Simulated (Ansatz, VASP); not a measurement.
## AgB2: VASP beside Ansatz

File INCAR:

```
SYSTEM = AgB2
PREC = Accurate
ENCUT = 520
EDIFF = 1E-7
ISMEAR = -1
SIGMA = 0.05
LREAL = .False.
LASPH = .True.
NELM = 60
ALGO = Normal
ISIF = 2
LWAVE = .False.
LCHARG = .False.
GGA = PS
NBANDS = 16
```

The input KPOINTS:

```
Automatic mesh
0
Gamma
  16 16 13
  0 0 0
```

The input POSCAR:

```
AgB2
1.0
    3.0000016405      0.0000000000      0.0000000000
   -1.5000008203      2.5980776321      0.0000000000
    0.0000000000      0.0000000000      3.2724000000
Ag B
1 2
Direct
    0.0000000000      0.0000000000      0.0000000000
    0.3333333333      0.6666666667      0.5000000000
    0.6666666667      0.3333333333      0.5000000000
```

Input for Ansatz:

```yaml
crystal:
  lattice:
    - [3.0000016405, 0.0, 0.0]
    - [-1.5000008203, 2.5980776321, 0.0]
    - [0.0, 0.0, 3.2724]
  atoms:
    - { symbol: Ag, position: [0.0, 0.0, 0.0] }
    - { symbol: B, position: [0.3333333333, 0.6666666667, 0.5] }
    - { symbol: B, position: [0.6666666667, 0.3333333333, 0.5] }
kpoints:
  mp_grid: { grid: [16, 16, 13] }
  band_path:
    path:
      - [0.0, 0.0, 0.0]
      - [0.5, 0.0, 0.0]
      - [0.3333333333, 0.3333333333, 0.0]
      - [0.0, 0.0, 0.0]
      - [0.0, 0.0, 0.5]
      - [0.5, 0.0, 0.5]
      - [0.3333333333, 0.3333333333, 0.5]
      - [0.0, 0.0, 0.5]
      - [0.5, 0.0, 0.5]
    npoints: 5
scf:
  occupations: { method: fermi_dirac, width: 0.05 }
hamiltonian:
  xc: pbesol
  pseudopotentials: { kind: all_electron, lapw: { basis_error: 0.001 } }
output:
  forces: true
  stress: true
  eigenvalues: true
```

Change from the starting cell: zz strain of +1 %.

Alike in both runs: task single point; functional PBEsol; k mesh 16 × 16 × 13; occupations fermi-dirac, width 0.05 eV; no spin polarisation.

```csv
,VASP,Ansatz
version,VASP 6.6.1,Ansatz 0.2.0
potentials or method,"VASP PAW PBE potentials, release 64 (Ag, B), cutoff 520 eV","all-electron LAPW, scalar-relativistic"
```

VASP gave:

```
pressure (GPa)                                                : 43.5
traceless stress, the component that is largest in VASP (GPa) : 19.85
```

Task: What did Ansatz give for the same quantities?

Result: Pressure (GPa): 43.4; traceless stress, the component that is largest in VASP (GPa): 20.00.

VASP's potentials were made for PBE, not for PBEsol. Both programs put the cell under a high pressure, so it lies far from rest at this level. Ansatz ran all-electron here, and VASP with PAW potentials.
